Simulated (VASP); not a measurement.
# TaN (R-3m) in VASP: further runs

The runs below take TaN through single point, with PBEsol.

Everything below comes from runs of VASP 6.6.1. Logs are shortened: lines on timing, memory, paths and dates and some standing lists are left out, and cuts for length are marked.

## (1) The cell of the first run

It takes space group R-3m (No. 166, trigonal). Conventional cell: a = 2.977 Å, b = 2.977 Å, c = 7.747 Å, α = 90.00°, β = 90.00°, γ = 120.00°. Within 2.8 Å of Ta (site symmetry -3m) lie 6 N at 2.15 Å. Within 2.8 Å of N (site symmetry -3m) lie 6 Ta at 2.15 Å.

## (2) Single point, PBEsol (9.91 Å³/atom)

INCAR reads:

```
SYSTEM = TaN
  ALGO = Normal
  EDIFF = 1E-6
  ENCUT = 520
  GGA = PS
  ISIF = 2
  ISMEAR = 0
  LASPH = .TRUE.
  LCHARG = .FALSE.
  LREAL = .FALSE.
  LWAVE = .FALSE.
  NBANDS = 15
  NELM = 80
  PREC = Accurate
  SIGMA = 0.15
```

KPOINTS reads:

```
k-points
0
G
  20 20 20
  0 0 0
```

POSCAR reads:

```
TaN
1.0
    0.0877016528      2.1925413199      2.1925413199
    2.1925413199      0.0877016528      2.1925413199
    2.1925413199      2.1925413199      0.0877016528
Ta N
1 1
Direct
    0.5000000000      0.5000000000      0.5000000000
    0.0000000000      0.0000000000      0.0000000000
```

Potentials or basis: VASP PAW PBE potentials, release 64 (Ta_pv, N).

Started as:

```bash
> cat potpaw_PBE.64/Ta_pv/POTCAR potpaw_PBE.64/N/POTCAR > POTCAR
> mpirun -np 1 vasp_std > vasp.out
```

OUTCAR:

```text
SYSTEM = TaN
   EDIFF = 1E-6
   ENCUT = 520
   GGA = PS
   ISIF = 2
   ISMEAR = 0
   LASPH = .TRUE.
   LREAL = .FALSE.
   NELM = 80
   PREC = Accurate

 ion  position               nearest neighbor table
   1  0.500  0.500  0.500-   2 2.15   2 2.15   2 2.15   2 2.15   2 2.15   2 2.15
   2  0.000  0.000  0.000-   1 2.15   1 2.15   1 2.15   1 2.15   1 2.15   1 2.15

  LATTYP: Found a trigonal (rhomboedric) cell.
 ALAT       =     3.1019617114
 COS(alpha) =     0.5395683453

  Lattice vectors:

 A1 = (   0.0877016528,   2.1925413199,   2.1925413199)
 A2 = (   2.1925413199,   0.0877016528,   2.1925413199)
 A3 = (   2.1925413199,   2.1925413199,   0.0877016528)

Analysis of symmetry for initial positions (statically):
=====================================================================
 Subroutine PRICEL returns:
 Original cell was already a primitive cell.

 Routine SETGRP: Setting up the symmetry group for a
 trigonal (rhombohedral) supercell.

 Subroutine GETGRP returns: Found 12 space group operations
 (whereof 12 operations were pure point group operations)
 out of a pool of 12 trial point group operations.

The static configuration has the point symmetry D_3d.

Analysis of symmetry for dynamics (positions and initial velocities):
=====================================================================
 Subroutine PRICEL returns:
 Original cell was already a primitive cell.

 Routine SETGRP: Setting up the symmetry group for a
 trigonal (rhombohedral) supercell.

 Subroutine GETGRP returns: Found 12 space group operations
 (whereof 12 operations were pure point group operations)
 out of a pool of 12 trial point group operations.

The dynamic configuration has the point symmetry D_3d.

 Subroutine INISYM returns: Found 12 space group operations
 (whereof 12 operations are pure point group operations),
 and found     1 'primitive' translations

----------------------------------------------------------------------------------------

                                     Primitive cell

  volume of cell :      19.8160

  direct lattice vectors                    reciprocal lattice vectors
     0.087701653  2.192541320  2.192541320    -0.242205584  0.232889985  0.232889985
     2.192541320  0.087701653  2.192541320     0.232889985 -0.242205584  0.232889985
     2.192541320  2.192541320  0.087701653     0.232889985  0.232889985 -0.242205584

  length of vectors
     3.101961711  3.101961711  3.101961711     0.408826412  0.408826412  0.408826412

  position of ions in fractional coordinates (direct lattice)
     0.500000000  0.500000000  0.500000000
     0.000000000  0.000000000  0.000000000

  ion indices of the primitive-cell ions
   primitive index   ion index
                 1           1
                 2           2

----------------------------------------------------------------------------------------

 KPOINTS: k-points

Automatic generation of k-mesh.
 Grid dimensions read from file:
 generate k-points for:   20   20   20

 Generating k-lattice:

  Cartesian coordinates                     Fractional coordinates (reciprocal lattice)
    -0.012110279  0.011644499  0.011644499     0.050000000 -0.000000000 -0.000000000
     0.011644499 -0.012110279  0.011644499    -0.000000000  0.050000000 -0.000000000
     0.011644499  0.011644499 -0.012110279    -0.000000000 -0.000000000  0.050000000

  Length of vectors
     0.020441321  0.020441321  0.020441321

  Shift w.r.t. Gamma in fractional coordinates (k-lattice)
     0.000000000  0.000000000  0.000000000

 Subroutine IBZKPT returns following result:
 ===========================================

 Found    781 irreducible k-points:

 Following reciprocal coordinates:
            Coordinates               Weight
  0.000000  0.000000  0.000000      1.000000
  0.050000  0.000000  0.000000      6.000000
  0.100000 -0.000000 -0.000000      6.000000
  0.150000  0.000000 -0.000000      6.000000
  0.200000 -0.000000 -0.000000      6.000000
  0.250000  0.000000 -0.000000      6.000000
[... 16 lines left out ...]
 -0.400000  0.050000 -0.000000     12.000000
 -0.350000  0.050000 -0.000000     12.000000
 [... further k-points ...]
   k-points           NKPTS =    781   k-points in BZ     NKDIM =    781   number of bands    NBANDS=     15
   number of dos      NEDOS =    301   number of ions     NIONS =      2
   total plane-waves  NPLWV =  13824
   dimension x,y,z NGX =    24 NGY =   24 NGZ =   24
   dimension x,y,z NGXF=    48 NGYF=   48 NGZF=   48
   ions per type =               1   1
   NGX,Y,Z   is equivalent  to a cutoff of  12.86, 12.86, 12.86 a.u.
   NGXF,Y,Z  is equivalent  to a cutoff of  25.73, 25.73, 25.73 a.u.
 SYSTEM =  TaN
   PREC   = accura    normal or accurate (medium, high low for compatibility)
   ISTART =      0    job   : 0-new  1-cont  2-samecut
   ICHARG =      2    charge: 1-file 2-atom 10-const
   ISPIN  =      1    spin polarized calculation?
   LNONCOLLINEAR =      F non collinear calculations
   LSORBIT =      F    spin-orbit coupling
   LASPH  =      T    aspherical Exc in radial PAW
   ENCUT  =  520.0 eV  38.22 Ry    6.18 a.u.   5.77  5.77  5.77*2*pi/ulx,y,z
   NELM   =     80;   NELMIN=  2; NELMDL= -5     # of ELM steps
   EDIFF  = 0.1E-05   stopping-criterion for ELM
   LREAL  =      F    real-space projection
   EDIFFG = 0.1E-04   stopping-criterion for IOM
   NSW    =      0    number of steps for IOM
   IBRION =     -1    ionic relax: 0-MD 1-quasi-New 2-CG
   NFREE  =      0    steps in history (QN), initial steepest desc. (CG)
   ISIF   =      2    stress and relaxation
   ISYM   =      2    0-nonsym 1-usesym 2-fastsym
   POTIM  = 0.5000    time-step for ionic-motion
   TEBEG  =    0.0;   TEEND  =   0.0 temperature during run
   PSTRESS=    0.0 pullay stress
   NELECT =      16.0000    total number of electrons
   NUPDOWN=      -1.0000    fix difference up-down
   EMIN   =  10.00;   EMAX   =-10.00  energy-range for DOS
   EFERMI =   0.00;   METHOD = LEGACY
   ISMEAR =     0;   SIGMA  =   0.15  broadening in eV -4-tet -1-fermi 0-gaus
   EFERMI_NEDOS =   21; number of points for ismear=-14 and -15
   IALGO  =     38    algorithm
   IMIX   =      4    mixing-type and parameters
     AMIX     =   0.40;   BMIX     =  1.00
     AMIX_MAG =   1.60;   BMIX_MAG =  1.00
  volume/ion in A,a.u.               =       9.91        66.86
  Fermi-wavevector in a.u.,A,eV,Ry     =   1.524437  2.880768 31.618692  2.323908
  Thomas-Fermi vector in A             =   2.632744
   LORBIT       =      0    0 simple, 1 ext, 2 COOP (PROOUT), +10 PAW based schemes
   GGA     = PS    functional components
   LHFCALC =     F    Hartree Fock is set to
   AEXX    =    0.0000 exact exchange contribution
   IVDW    =     0    specifies the selected vdW correction
   LEPSILON=     F    determine dielectric tensor
   LRPA    =     F    only Hartree local field effects (RPA)
 non-spin polarized calculation
 Gauss-broadening in eV      SIGMA  =   0.15
  energy-cutoff  :      520.00
  volume of cell :       19.82
 maximum number of plane-waves:       553
   NGX = 11   NGY = 11   NGZ = 11

 number of electron      16.0000000 magnetization

 Free energy of the ion-electron system (eV)
  ---------------------------------------------------
  ext. energy  EPLUGINS =         0.00000000
  ---------------------------------------------------
  free energy    TOTEN  =       -23.10994774 eV

  energy without entropy =      -23.10049306  energy(sigma->0) =      -23.10522040

 E-fermi :  10.1377     XC(G=0): -13.9817

 val. band max:       10.1373620874   @ k =  -0.4500   0.4500   0.3500
 cond. band min:      10.1396174505   @ k =  -0.2000   0.1500   0.0500
 fundamental gap:      0.0022553631
 Fermi energy:        10.1376952920

 k-point     1 :       0.0000    0.0000    0.0000
  band No.  band energies     occupation
      1     -25.4909      2.00000
      2     -25.3227      2.00000
      3     -25.3227      2.00000
      4      -9.1947      2.00000
      5       5.9709      2.00000
      6       6.3532      2.00000
      7       6.3532      2.00000
      8       7.1305      2.00000
      9       8.1618      2.00000
     10       8.1618      2.00000
     11      10.3003      0.12531
     12      10.3003      0.12531
     13      12.4747      0.00000
     14      19.6472      0.00000
     15      22.7118      0.00000

 k-point     2 :       0.0500    0.0000    0.0000
  band No.  band energies     occupation
      1     -25.4951      2.00000
      2     -25.3525      2.00000
      3     -25.3265      2.00000
      4      -9.1222      2.00000
      5       5.6914      2.00000
      6       5.9888      2.00000
      7       6.1096      2.00000
      8       7.2888      2.00000
      9       8.2604      2.00000
     10       8.2954      2.00000
     11      10.5924      0.00002
     12      10.5986      0.00001
     13      12.6693      0.00000
     14      19.8764      0.00000
     15      22.7117      0.00000

 k-point     3 :       0.1000   -0.0000   -0.0000
  band No.  band energies     occupation
      1     -25.5162      2.00000
      2     -25.4288      2.00000
      3     -25.3373      2.00000
      4      -8.9101      2.00000
      5       5.0713      2.00000
      6       5.2042      2.00000
      7       5.5507      2.00000
      8       7.6063      2.00000
      9       8.5246      2.00000
     10       8.5271      2.00000
     11      11.3401      0.00000
     12      11.3481      0.00000
     13      13.1929      0.00000
     14      20.5288      0.00000
     15      22.7114      0.00000

 k-point     4 :       0.1500    0.0000   -0.0000
  band No.  band energies     occupation
      1     -25.6124      2.00000
      2     -25.4811      2.00000
      3     -25.3542      2.00000
      4      -8.5749      2.00000
      5       4.2109      2.00000
      6       4.4142      2.00000
      7       4.8991      2.00000
      8       8.0330      2.00000
      9       8.7489      2.00000
     10       8.9309      2.00000
     11      12.3332      0.00000
     12      12.3399      0.00000
     13      13.9117      0.00000
     14      21.4996      0.00000
     15      22.7106      0.00000
[... 307 lines left out ...]
 k-point    22 :      -0.4500    0.0500   -0.0000
  band No.  band energies     occupation
      1     -26.4932      2.00000
      2     -25.5565      2.00000
      3     -25.4898      2.00000
      4      -5.7219      2.00000
      5      -0.6376      2.00000
      6       1.7242      2.00000
      7       2.3842      2.00000
      8      11.1205      0.00000
      9      12.5182      0.00000
     10      13.0752      0.00000
     11      14.7869      0.00000
     12      18.1632      0.00000
     13      18.6957      0.00000
     14      22.4050      0.00000
     15      22.6040      0.00000

 k-point    23 :      -0.4000    0.0500   -0.0000
  band No.  band energies     occupation
      1     -26.4368      2.00000
      2     -25.5504      2.00000
      3     -25.4823      2.00000
      4      -5.9843      2.00000
      5      -0.3010      2.00000
      6       1.8388      2.00000
      7       2.5409      2.00000
      8      10.6451      0.00000
      9      11.8249      0.00000
     10      12.9341      0.00000
     11      15.2686      0.00000
     12      17.4538      0.00000
     13      18.3475      0.00000
     14      22.6037      0.00000
     15      23.1917      0.00000

 k-point    24 :      -0.3500    0.0500   -0.0000
  band No.  band energies     occupation
      1     -26.3341      2.00000
      2     -25.5418      2.00000
      3     -25.4678      2.00000
      4      -6.4036      2.00000
      5       0.2665      2.00000
      6       2.0672      2.00000
      7       2.8115      2.00000
      8      10.0995      1.28141
      9      10.9972      0.00000
     10      12.3927      0.00000
     11      15.5902      0.00000
     12      16.6813      0.00000
     13      17.6447      0.00000
     14      22.6353      0.00000
     15      23.2981      0.00000

 [... further k-points ...]

------------------------ aborting loop because EDIFF is reached ----------------------------------------

  FORCE on cell =-STRESS in cart. coord.  units (eV):
  Direction    XX          YY          ZZ          XY          YZ          ZX
  --------------------------------------------------------------------------------------
  -------------------------------------------------------------------------------------
  Total        2.9533845      2.9533845      2.9533845     -0.3464512     -0.3464512     -0.3464512
  in kB      238.7891414    238.7891414    238.7891414    -28.0115187    -28.0115187    -28.0115187
  external PRESSURE =     238.7891414 kB  Pullay stress =       0.0000000 kB

 VOLUME and BASIS-vectors are now :
 -----------------------------------------------------------------------------
  energy-cutoff  :      520.00
  volume of cell :       19.82
      direct lattice vectors                 reciprocal lattice vectors
     0.087701653  2.192541320  2.192541320    -0.242205584  0.232889985  0.232889985
     2.192541320  0.087701653  2.192541320     0.232889985 -0.242205584  0.232889985
     2.192541320  2.192541320  0.087701653     0.232889985  0.232889985 -0.242205584

 POSITION                                       TOTAL-FORCE (eV/Angst)
 -----------------------------------------------------------------------------------
      2.23639      2.23639      2.23639        -0.000000      0.000000      0.000000
      0.00000      0.00000      0.00000         0.000000     -0.000000     -0.000000
 -----------------------------------------------------------------------------------
    total drift:                                0.000000     -0.000000     -0.000000

  FREE ENERGIE OF THE ION-ELECTRON SYSTEM (eV)
  ---------------------------------------------------
  free  energy   TOTEN  =       -23.1099477426 eV

  energy  without entropy=      -23.1004930572  energy(sigma->0) =      -23.10522040
```

It took 89 s on 1 thread of Intel Xeon Platinum 8559C (Emerald Rapids), shared host; peak memory 0.34 GiB.

What came out:

```
Free energy            : -23.1099 eV
Pressure               : 23.9 GPa
Band gap on the k mesh : zero (bands 8 and 9 overlap by 3.81 eV)
```

Caveat: the cell stands under pressure; the PAW data sets were made with another functional, which shifts forces and pressure a little; spin-orbit coupling is left out, which moves the levels of the heavy elements.

## (3) Single point, PBEsol (9.91 Å³/atom)

INCAR reads:

```
SYSTEM = TaN
PREC = Accurate
ENCUT = 520
EDIFF = 1E-6
ISMEAR = 0
SIGMA = 0.15
LREAL = .False.
LASPH = .True.
NELM = 60
ALGO = Normal
ISIF = 2
LWAVE = .False.
LCHARG = .False.
GGA = PS
NBANDS = 15
```

KPOINTS reads:

```
Automatic mesh
0
Gamma
  20 20 20
  0 0 0
```

POSCAR reads:

```
TaN
1.0
   -0.0860612092      2.1056504006      2.1056504006
    2.1056504006     -0.0860612092      2.1056504006
    2.1056504006      2.1056504006     -0.0860612092
Ta N
1 1
Direct
    0.5000000000      0.5000000000      0.5000000000
    0.0000000000      0.0000000000      0.0000000000
```

Potentials or basis: VASP PAW PBE potentials, release 64 (Ta_pv, N).

Started as:

```bash
> cat potpaw_PBE.64/Ta_pv/POTCAR potpaw_PBE.64/N/POTCAR > POTCAR
> mpirun -np 1 vasp_std > vasp.out
```

OUTCAR:

```text
SYSTEM = TaN
   PREC = Accurate
   ENCUT = 520
   EDIFF = 1E-6
   ISMEAR = 0
   LREAL = .False.
   LASPH = .True.
   NELM = 60
   ISIF = 2
   GGA = PS

 ion  position               nearest neighbor table
   1  0.500  0.500  0.500-   2 2.15   2 2.15   2 2.15   2 2.15   2 2.15   2 2.15
   2  0.000  0.000  0.000-   1 2.15   1 2.15   1 2.15   1 2.15   1 2.15   1 2.15

  LATTYP: Found a trigonal (rhomboedric) cell.
 ALAT       =     2.9790827029
 COS(alpha) =     0.4587452802

  Lattice vectors:

 A1 = (  -0.0860612092,   2.1056504006,   2.1056504006)
 A2 = (   2.1056504006,  -0.0860612092,   2.1056504006)
 A3 = (   2.1056504006,   2.1056504006,  -0.0860612092)

Analysis of symmetry for initial positions (statically):
=====================================================================
 Subroutine PRICEL returns:
 Original cell was already a primitive cell.

 Routine SETGRP: Setting up the symmetry group for a
 trigonal (rhombohedral) supercell.

 Subroutine GETGRP returns: Found 12 space group operations
 (whereof 12 operations were pure point group operations)
 out of a pool of 12 trial point group operations.

The static configuration has the point symmetry D_3d.

Analysis of symmetry for dynamics (positions and initial velocities):
[... 178 lines left out ...]
     10       8.5084      2.00000
     11      10.2928      0.17675
     12      10.2928      0.17675
     13      12.4962      0.00000
     14      19.6580      0.00000
[... 401 lines left out ...]
      2     -25.5019      2.00000
      3     -25.4013      2.00000
      4      -6.4845      2.00000
      5       0.2314      2.00000
      6       2.4402      2.00000
      7       2.9141      2.00000
      8      10.4149      0.01236
      9      11.2060      0.00000
     10      11.5365      0.00000
     11      15.5921      0.00000
     12      16.5643      0.00000
     13      17.3308      0.00000
     14      22.3927      0.00000
     15      22.8457      0.00000

 [... further k-points ...]

------------------------ aborting loop because EDIFF is reached ----------------------------------------

  FORCE on cell =-STRESS in cart. coord.  units (eV):
  Direction    XX          YY          ZZ          XY          YZ          ZX
  --------------------------------------------------------------------------------------
  -------------------------------------------------------------------------------------
  Total        2.9476297      2.9476297      2.9476297      0.4165094      0.4165094      0.4165094
  in kB      238.3238534    238.3238534    238.3238534     33.6759161     33.6759161     33.6759161
  external PRESSURE =     238.3238534 kB  Pullay stress =       0.0000000 kB

 VOLUME and BASIS-vectors are now :
 -----------------------------------------------------------------------------
  energy-cutoff  :      520.00
  volume of cell :       19.82
      direct lattice vectors                 reciprocal lattice vectors
    -0.086061209  2.105650401  2.105650401    -0.223372884  0.232891523  0.232891523
     2.105650401 -0.086061209  2.105650401     0.232891523 -0.223372884  0.232891523
     2.105650401  2.105650401 -0.086061209     0.232891523  0.232891523 -0.223372884

 POSITION                                       TOTAL-FORCE (eV/Angst)
 -----------------------------------------------------------------------------------
      2.06262      2.06262      2.06262        -0.000000     -0.000000     -0.000000
      0.00000      0.00000      0.00000         0.000000      0.000000      0.000000
 -----------------------------------------------------------------------------------
    total drift:                                0.000000     -0.000000     -0.000000

  FREE ENERGIE OF THE ION-ELECTRON SYSTEM (eV)
  ---------------------------------------------------
  free  energy   TOTEN  =       -23.1070765606 eV

  energy  without entropy=      -23.0975364125  energy(sigma->0) =      -23.10230649
```

Wall time 1.7 min (1 thread of Intel Xeon Platinum 8559C (Emerald Rapids), shared host); peak memory 0.33 GiB.

What came out:

```yaml
Free_energy: -23.1071 eV
Pressure: 23.8 GPa
Band_gap_on_the_k_mesh: zero (bands 8 and 9 overlap by 5.22 eV)
```

Stress tensor (GPa, compression positive):
```
23.83  3.37  3.37
 3.37 23.83  3.37
 3.37  3.37 23.83
```

Levels at points of the mesh, in eV from the Fermi level:
```csv
k point,band 5,band 6,band 7,band 8,band 9,band 10,band 11,band 12
"(0.00, 0.00, 0.00)",-4.04,-4.04,-3.70,-2.68,-2.68,-1.64,0.14,0.14
"(0.50, 0.00, 0.00)",-10.96,-8.22,-7.57,1.50,1.56,3.21,4.20,8.08
"(0.50, 0.50, 0.00)",-6.72,-5.96,-4.89,-4.52,2.29,3.83,4.13,5.35
"(0.50, 0.50, 0.50)",-10.90,-8.44,-8.44,2.55,2.59,2.59,3.92,8.71
```

Caveat: the cell stands under pressure; the PAW data sets were made with another functional, which shifts forces and pressure a little; spin-orbit coupling is left out, which moves the levels of the heavy elements.

(Part 1 of 2 ends here.)
